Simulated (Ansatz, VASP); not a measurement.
**Cr: VASP beside Ansatz**

File INCAR:

```
PREC = Accurate
ENCUT = 520
EDIFF = 1E-6
ISMEAR = -1
SIGMA = 0.05
LREAL = F
LASPH = T
NELM = 150
ALGO = Normal
ISIF = 2
LWAVE = F
LCHARG = F
ISPIN = 2
MAGMOM = 3 3
LORBIT = 11
LMAXMIX = 4
GGA = PS
NBANDS = 23
```

The input KPOINTS:

```
regular mesh
0
Gamma
  11 11 6
```

The input POSCAR:

```
Cr
1.0
    2.7497146220      0.0000000000      0.0000000000
   -1.3748573110      2.3813227158      0.0000000000
    0.0000000000      0.0000000000      4.4680329708
Cr
2
Direct
    0.6666666667      0.3333333333      0.7500000000
    0.3333333333      0.6666666667      0.2500000000
```

The input input.yaml:

```yaml
crystal:
  lattice:
    - [2.749714622, 0.0, 0.0]
    - [-1.374857311, 2.3813227158, 0.0]
    - [0.0, 0.0, 4.4680329708]
  atoms:
    - { symbol: Cr, position: [0.6666666667, 0.3333333333, 0.75], spin: 3.0 }
    - { symbol: Cr, position: [0.3333333333, 0.6666666667, 0.25], spin: 3.0 }
kpoints:
  mp_grid: { grid: [11, 11, 6] }
scf:
  occupations: { method: fermi_dirac, width: 0.05 }
hamiltonian:
  xc: pbesol
  pseudopotentials: { kind: all_electron, lapw: { basis_error: 0.001 } }
magnetization:
  spin_polarized: true
output:
  forces: true
  stress: true
  eigenvalues: true
```

Change from the starting cell: volume scaled by 1.04.

Alike in both runs: task single point; functional PBEsol; k mesh 11 × 11 × 6; occupations fermi-dirac, width 0.05 eV; collinear spin.

|  | VASP | Ansatz |
| --- | --- | --- |
| version | VASP 6.6.1 | Ansatz 0.2.0 |
| potentials or method | VASP PAW PBE potentials, release 64 (Cr_pv), cutoff 520 eV | all-electron LAPW, scalar-relativistic |

```csv
,VASP,Ansatz,Ansatz less VASP
gap on the k mesh at the Fermi level (eV),none,none,-
pressure (GPa),-34.1,-19.3,+14.76
"traceless stress, the component that is largest in VASP (GPa)",1.27,-12.21,-13.480
net moment per atom (μB),1.08,0.00,-1.081
size of the moment on the site where the two differ most (μB),1.00,2.35,+1.355
```

The net moments are unlike, so the other rows may belong to different states. VASP's potentials were made for PBE, not for PBEsol. Site moments also hang on the region over which each program counts them. A gap of «none» marks a metal or a gap that the smearing closes. Ansatz ran all-electron here, and VASP with PAW potentials.

Noted on VASP's run: the cell as given lies far from equilibrium.
